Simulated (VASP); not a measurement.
# Ga3Sb (I4/mmm) in VASP: notebook, part 2 of 2

VASP 6.6.1. Earlier steps stand in the parts before.

### 3 Single point, PBE+D3(BJ) (19.21 Å³/atom)

Input file INCAR:

```
SYSTEM = Ga3Sb
  PREC = Accurate
  ENCUT = 520
  EDIFF = 1E-6
  ISMEAR = 0
  SIGMA = 0.15
  LREAL = .FALSE.
  LASPH = .TRUE.
  NELM = 100
  ALGO = Fast
  ISIF = 2
  LWAVE = .FALSE.
  LCHARG = .TRUE.
  GGA = PE
  IVDW = 12
  LELF = .TRUE.
  LVHAR = .TRUE.
  NBANDS = 30
```

Input file KPOINTS:

```
regular mesh
0
G
  14 14 14
  0 0 0
```

Input file POSCAR:

```
Ga3Sb
1.0
   -2.1200791928      2.1200791928      4.2734436290
    2.1200791928     -2.1200791928      4.2734436290
    2.1200791928      2.1200791928     -4.2734436290
Ga Sb
3 1
Direct
    0.7500000000      0.2500000000      0.5000000000
    0.2500000000      0.7500000000      0.5000000000
    0.5000000000      0.5000000000      0.0000000000
    0.0000000000      0.0000000000      0.0000000000
```

Potentials or basis: VASP PAW PBE potentials, release 64 (Ga_d, Sb).

Run with:

```
$ cat potpaw_PBE.64/Ga_d/POTCAR potpaw_PBE.64/Sb/POTCAR > POTCAR
$ mpirun -np 1 vasp_std > vasp.out
```

Run time: 5.8 min. Hardware: 1 thread of Intel Xeon 6975P-C (Granite Rapids), shared host; peak memory 0.59 GiB.

It converged, with:

```
Free energy                : -13.8696 eV
Pressure                   : 5.2 GPa
Band gap on the k mesh     : zero (bands 22 and 23 overlap by 5.16 eV)
Dispersion energy per atom : -0.389 eV
```

Stress tensor (GPa, compression positive):
```
5.09 0.00 0.00
0.00 5.09 0.00
0.00 0.00 5.28
```

Levels at points of the mesh, in eV from the Fermi level:
| k point | band 19 | band 20 | band 21 | band 22 | band 23 | band 24 | band 25 | band 26 |
| --- | --- | --- | --- | --- | --- | --- | --- | --- |
| (0.00, 0.00, 0.00) | -2.59 | -2.16 | -2.16 | -1.96 | -0.71 | -0.71 | 0.39 | 0.56 |
| (0.50, 0.00, 0.00) | -5.19 | -1.55 | -0.75 | -0.64 | -0.19 | 2.25 | 3.47 | 3.48 |
| (0.50, 0.50, 0.00) | -5.48 | -5.42 | -4.91 | 0.44 | 0.52 | 0.88 | 1.24 | 7.47 |
| (0.50, 0.50, 0.50) | -3.83 | -3.83 | -2.87 | 2.81 | 3.51 | 3.51 | 4.10 | 5.74 |

Caveat: the cell stands under pressure; spin-orbit coupling is left out, which moves the levels of the heavy elements.

### 4 Single point, PBE+D3(BJ) (20.04 Å³/atom)

This run uses another cell than the first one, of 20.04 Å³/atom.

Input file INCAR:

```
SYSTEM = Ga3Sb
PREC = Accurate
ENCUT = 520
EDIFF = 1E-6
ISMEAR = 0
SIGMA = 0.15
LREAL = .FALSE.
LASPH = .TRUE.
NELM = 100
ALGO = Fast
ISIF = 2
LWAVE = .FALSE.
LCHARG = .FALSE.
GGA = PE
IVDW = 12
NBANDS = 30
```

Input file KPOINTS:

```
Automatic mesh
0
G
  14 14 14
  0 0 0
```

Input file POSCAR:

```
Ga3Sb
1.0
   -2.1503654663      2.1503654663      4.3344916703
    2.1503654663     -2.1503654663      4.3344916703
    2.1503654663      2.1503654663     -4.3344916703
Ga Sb
3 1
Direct
    0.7500000000      0.2500000000      0.5000000000
    0.2500000000      0.7500000000      0.5000000000
    0.5000000000      0.5000000000      0.0000000000
    0.0000000000      0.0000000000      0.0000000000
```

Run with:

```
$ cat potpaw_PBE.64/Ga_d/POTCAR potpaw_PBE.64/Sb/POTCAR > POTCAR
$ mpirun -np 1 vasp_std > vasp.out
```

Wall time 7.9 min (1 thread of Oxide Virtual Turin-like, shared host); peak memory 0.58 GiB.

The run converged. Its results:

- Free energy: -13.9464 eV
- Pressure: 2.2 GPa
- Band gap on the k mesh: zero (bands 22 and 23 overlap by 4.93 eV)
- Dispersion energy per atom: -0.372 eV

Stress tensor (GPa, compression positive):
```
2.20 0.00 0.00
0.00 2.20 0.00
0.00 0.00 2.30
```

Levels at points of the mesh, in eV from the Fermi level:
```tsv
k point	band 19	band 20	band 21	band 22	band 23	band 24	band 25	band 26
(0.00, 0.00, 0.00)	-2.65	-2.07	-2.04	-2.04	-0.60	-0.60	0.46	0.66
(0.50, 0.00, 0.00)	-5.03	-1.46	-0.80	-0.62	-0.10	2.11	3.35	3.41
(0.50, 0.50, 0.00)	-5.33	-5.21	-4.66	0.37	0.55	0.83	1.29	7.17
(0.50, 0.50, 0.50)	-3.63	-3.63	-2.89	2.68	3.42	3.42	4.05	5.60
```

Caveat: spin-orbit coupling is left out, which moves the levels of the heavy elements.

### 5 Single point, PBE+D3(BJ) (20.04 Å³/atom)

This run uses another cell than the first one, of 20.04 Å³/atom.

Input file INCAR:

```
PREC     = Accurate       # precision mode
ENCUT    = 520            # plane-wave cutoff, eV
EDIFF    = 1E-6           # SCF threshold, eV
ISMEAR   = 0              # smearing method
SIGMA    = 0.15           # smearing width, eV
LREAL    = False          # projectors in reciprocal space
LASPH    = True           # aspherical terms in the spheres
NELM     = 100            # most SCF steps
ALGO     = Fast           # electronic algorithm
ISIF     = 2              # what is computed and relaxed
LWAVE    = False          # write WAVECAR
LCHARG   = False          # write CHGCAR
GGA      = PE             # functional
IVDW     = 12             # dispersion correction
NBANDS   = 30             # bands
```

Input file KPOINTS:

```
Automatic mesh
0
Gamma
  14 14 14
```

Input file POSCAR:

```
Ga3Sb
1.0
   -2.2848549404      2.2848549404      3.8392417563
    2.2848549404     -2.2848549404      3.8392417563
    2.2848549404      2.2848549404     -3.8392417563
Ga Sb
3 1
Direct
    0.7500000000      0.2500000000      0.5000000000
    0.2500000000      0.7500000000      0.5000000000
    0.5000000000      0.5000000000      0.0000000000
    0.0000000000      0.0000000000      0.0000000000
```

Run with:

```
$ cat potpaw_PBE.64/Ga_d/POTCAR potpaw_PBE.64/Sb/POTCAR > POTCAR
$ mpirun -np 1 vasp_std > vasp.out
```

Run time: 7.2 min. Hardware: 1 thread of Oxide Virtual Turin-like, shared host; peak memory 0.58 GiB.

The run converged. Its results:

```
Free energy                : -13.9407 eV
Pressure                   : 2.0 GPa
Band gap on the k mesh     : zero (bands 22 and 23 overlap by 4.59 eV)
Dispersion energy per atom : -0.372 eV
```

Stress tensor (GPa, compression positive):
```
1.65 0.00 0.00
0.00 1.65 0.00
0.00 0.00 2.61
```

Levels at points of the mesh, in eV from the Fermi level:
| k point | band 18 | band 19 | band 20 | band 21 | band 22 | band 23 | band 24 | band 25 | band 26 | band 27 |
| --- | --- | --- | --- | --- | --- | --- | --- | --- | --- | --- |
| (0.00, 0.00, 0.00) | -2.70 | -2.42 | -2.06 | -2.06 | -1.02 | -0.73 | -0.73 | -0.16 | -0.05 | 2.07 |
| (0.50, 0.00, 0.00) | -4.80 | -4.14 | -2.23 | -1.93 | -1.38 | -0.88 | 2.13 | 3.04 | 3.75 | 4.14 |
| (0.50, 0.50, 0.00) | -6.05 | -5.29 | -5.05 | -4.77 | 1.71 | 2.29 | 2.51 | 2.77 | 5.17 | 6.11 |
| (0.50, 0.50, 0.50) | -5.09 | -4.27 | -4.27 | -4.02 | 3.22 | 3.97 | 3.97 | 4.69 | 5.17 | 5.19 |

Caveat: spin-orbit coupling is left out, which moves the levels of the heavy elements.

### 6 Single point, PBE+D3(BJ) (20.88 Å³/atom)

This run uses another cell than the first one, of 20.88 Å³/atom.

Input file INCAR:

```
ALGO     = Fast           # electronic algorithm
EDIFF    = 1E-7           # SCF threshold, eV
ENCUT    = 520            # plane-wave cutoff, eV
GGA      = PE             # functional
ISIF     = 2              # what is computed and relaxed
ISMEAR   = 0              # smearing method
IVDW     = 12             # dispersion correction
LASPH    = T              # aspherical terms in the spheres
LCHARG   = F              # write CHGCAR
LREAL    = F              # projectors in reciprocal space
LWAVE    = F              # write WAVECAR
NBANDS   = 30             # bands
NELM     = 80             # most SCF steps
PREC     = Accurate       # precision mode
SIGMA    = 0.15           # smearing width, eV
```

Input file KPOINTS:

```
k-points
0
Gamma
  14 14 14
```

Input file POSCAR:

```
Ga3Sb
1.0
   -2.3874814450      2.3874814450      3.6628740329
    2.3874814450     -2.3874814450      3.6628740329
    2.3874814450      2.3874814450     -3.6628740329
Ga Sb
3 1
Direct
    0.7500000000      0.2500000000      0.5000000000
    0.2500000000      0.7500000000      0.5000000000
    0.5000000000      0.5000000000      0.0000000000
    0.0000000000      0.0000000000      0.0000000000
```

Potentials or basis: VASP PAW PBE potentials, release 64 (Ga_d, Sb).

Run with:

```
$ cat potpaw_PBE.64/Ga_d/POTCAR potpaw_PBE.64/Sb/POTCAR > POTCAR
$ mpirun -np 1 vasp_std > vasp.out
```

It took 16 min on 1 thread of Oxide Virtual Turin-like, shared host; peak memory 0.59 GiB.

It converged, with:

```yaml
Free_energy: -13.9323 eV
Pressure: -0.2 GPa
Band_gap_on_the_k_mesh: zero (bands 22 and 23 overlap by 4.38 eV)
Dispersion_energy_per_atom: -0.357 eV
```

Stress tensor (GPa, compression positive):
```
-0.30  0.00  0.00
 0.00 -0.30  0.00
 0.00  0.00 -0.08
```

Levels at points of the mesh, in eV from the Fermi level:
```csv
k point,band 20,band 21,band 22,band 23,band 24,band 25
"(0.00, 0.00, 0.00)",-1.90,-1.84,-0.60,-0.60,-0.42,-0.25
"(0.50, 0.00, 0.00)",-2.42,-2.41,-1.41,-1.08,1.95,2.84
"(0.50, 0.50, 0.00)",-4.69,-4.55,2.46,2.90,3.35,3.55
"(0.50, 0.50, 0.50)",-4.33,-4.33,3.30,3.57,3.57,4.60
```

Caveat: spin-orbit coupling is left out, which moves the levels of the heavy elements.

### 7 Summary

```tsv
cell	further INCAR settings	gap on the mesh (eV)	pressure (GPa)
a = 4.845 Å, angles 122.7, 122.7, 85.3°, 4 atoms	ALGO = Fast; EDIFF = 1e-06; NBANDS = 30	none	4.9
a = 5.220 Å, angles 132.1, 132.1, 70.1°, 4 atoms	ALGO = Fast; EDIFF = 1e-06; NBANDS = 30	none	5.2
a = 5.295 Å, angles 132.1, 132.1, 70.1°, 4 atoms	ALGO = Fast; EDIFF = 1e-06; NBANDS = 30	none	2.2
a = 5.018 Å, angles 125.8, 125.8, 80.2°, 4 atoms	ALGO = Fast; EDIFF = 1e-06; NBANDS = 30	none	2.0
a = 4.982 Å, angles 122.7, 122.7, 85.3°, 4 atoms	ALGO = Fast; EDIFF = 1e-07; NBANDS = 30	none	-0.2
```

Alike in all rows: task single point; level PBE+D3(BJ); potentials or basis VASP PAW PBE potentials, release 64 (Ga_d, Sb); no spin polarisation; k mesh 14 × 14 × 14; cutoff (eV) 520; smearing gaussian 0.15 eV.

Caveats: spin-orbit coupling is left out, which moves the levels of the heavy elements; the cell stands under pressure (at least some runs).

Absolute energies hang on the potentials; compare differences alone.
